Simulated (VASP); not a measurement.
Set up this calculation in VASP 6.6.1, as the native input.

```yaml
Task: single point
Functional: PBEsol
Potentials_or_basis: VASP PAW PBE potentials, release 64 (Ta_pv, N)
Cutoff: 520 eV
k_mesh: 2 × 2 × 3
Occupations: methfessel-paxton, width 0.1 eV
Spin: no spin polarisation
Dipole_correction: no
Further_INCAR_settings: LREAL = Auto; ALGO = Normal; EDIFF = 1e-06; NBANDS = 164
```

The structure of Ta18N17 (a cell with a defect) lies in POSCAR:

```
Ta18N17
1.0
    7.7675072900      4.4845723700      0.0000000000
   -7.7675072400      4.4845724500      0.0000000000
    0.0000000000      0.0000000000      5.7917586600
Ta N
18 17
Direct
   -0.0033761811     -0.0008971361     -0.0008608784
    0.3367455923      0.6650692021      0.0005487107
    0.6602035521      0.3300444821      0.0009503158
    0.0020443968      0.6696441608      0.2544503469
    0.3148388093      0.3230220029      0.2308746062
    0.6654178824     -0.0014335034      0.2529861975
   -0.0043070215      0.3345485364      0.2489019458
    0.3322701530      0.0011268526      0.2528164735
    0.6641043236      0.6595757193      0.2540470151
    0.0017015446      0.0028792712      0.4990948639
    0.3381707840      0.6664998010      0.5013309722
    0.6631648749      0.3362180324      0.5112602534
    0.0024067772      0.6698987846      0.7529060266
    0.3339257159      0.3262643155      0.7400969639
    0.6648551081     -0.0017564323      0.7535013553
   -0.0029157448      0.3350517548      0.7457762406
    0.3330737323     -0.0010819888      0.7527711799
    0.6667245895      0.6639793115      0.7505948116
    0.1285902515      0.8686834151      0.0035768065
    0.4652035936      0.5287237176     -0.0067059079
    0.7934965307      0.2017227713      0.0011571615
    0.0722425990      0.5379656285      0.0005407684
    0.3962729038      0.1981864480      0.0001849179
    0.7351955221      0.8663413332      0.0036493233
    0.1220456321      0.2622393870     -0.0137541988
    0.4639497105      0.9271764462      0.0040600794
    0.7959950389      0.5938986763      0.0062424908
    0.1343275713      0.8727499286      0.5027548921
    0.7948451280      0.2015080614      0.5012708869
    0.0759558430      0.5400999877      0.5009709780
    0.4925040516      0.4562523988      0.4698218900
    0.7339750290      0.8648458483      0.5020276518
    0.1322501337      0.2670659729      0.4970277888
    0.4623277364      0.9295735221      0.5019869043
    0.8062163902      0.6005003336      0.5068923228
```

These files were run (other wordings do the same):

INCAR

```
SYSTEM = Ta18N17
PREC = Accurate ; ENCUT = 520
EDIFF = 1E-6 ; ISMEAR = 1
SIGMA = 0.1 ; LREAL = Auto
LASPH = .True. ; NELM = 80
ALGO = Normal ; ISIF = 2
LWAVE = .False. ; LCHARG = .True.
GGA = PS ; LELF = .True.
LVHAR = .True. ; NBANDS = 164
```

KPOINTS

```
regular mesh
0
Gamma
  2 2 3
  0 0 0
```

Potentials or basis: VASP PAW PBE potentials, release 64 (Ta_pv, N).

Run with:

```sh
$ cat potpaw_PBE.64/Ta_pv/POTCAR potpaw_PBE.64/N/POTCAR > POTCAR
$ mpirun -np 1 vasp_std > vasp.out
```

Results of the run:

The pressure is 0.3 GPa. The largest force is 3.884 eV/Å and the band gap on the k mesh is zero (an odd number of electrons rules out a gap without spin polarisation).

Caveat: the k points lie up to 0.40 Å⁻¹ apart, too coarse for converged energies and pressures of a metal; the PAW data sets were made with another functional, which shifts forces and pressure a little; spin-orbit coupling is left out, which moves the levels of the heavy elements.

It took 18 min on 1 thread of Intel(R) Xeon(R) Platinum 8488C (Sapphire Rapids) (shared host), peak memory 0.72 GiB.
